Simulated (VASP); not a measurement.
Wanted: the native input for a VASP 6.6.1 run.

```
Task                   : single point
Functional             : PBE
Potentials or basis    : VASP PAW PBE potentials, release 64 (Ba_sv, Ti_sv, O)
Cutoff                 : 520 eV
k mesh                 : 8 × 8 × 8
Occupations            : gaussian, width 0.02 eV
Spin                   : no spin polarisation
Dipole correction      : no
Further INCAR settings : ALGO = Normal; EDIFF = 1e-06; NBANDS = 28
```

The structure of BaTiO3 lies in POSCAR:

```
BaTiO3
1.0
    3.9540392802      0.0000000000      0.0000000000
    0.0000000000      3.9540392802      0.0000000000
    0.0000000000      0.0000000000      4.0127041918
Ba Ti O
1 1 3
Direct
    0.0000000000      0.0000000000      0.0008432566
    0.5000000000      0.5000000000      0.4868592192
    0.5000000000      0.5000000000      0.0234865342
    0.5000000000      0.0000000000      0.5159054950
    0.0000000000      0.5000000000      0.5159054950
```

This cell differs from its parent crystal: volume scaled by 0.94, then relaxed in part.

These files were run (other wordings do the same):

INCAR

```
PREC = Accurate
ENCUT = 520
EDIFF = 1E-6
ISMEAR = 0
SIGMA = 0.02
LREAL = F
LASPH = T
NELM = 80
ALGO = Normal
ISIF = 2
LWAVE = F
LCHARG = F
GGA = PE
NBANDS = 28
```

KPOINTS

```
Automatic mesh
0
Gamma
  8 8 8
```

Potentials or basis: VASP PAW PBE potentials, release 64 (Ba_sv, Ti_sv, O).

The run is started by

```sh
$ cat potpaw_PBE.64/Ba_sv/POTCAR potpaw_PBE.64/Ti_sv/POTCAR potpaw_PBE.64/O/POTCAR > POTCAR
$ mpirun -np 1 vasp_std > vasp.out
```

Results of the run:

```
Pressure               : 9.3 GPa
Largest force          : 0.045 eV/Å
Band gap on the k mesh : 1.83 eV, indirect (least direct gap 2.16 eV)
```

Caveat: spin-orbit coupling is left out, which moves the levels of the heavy elements.

Run time: 110 s on 1 thread of Intel(R) Xeon(R) 6975P-C (Granite Rapids), on a shared host, peak memory 0.26 GiB.
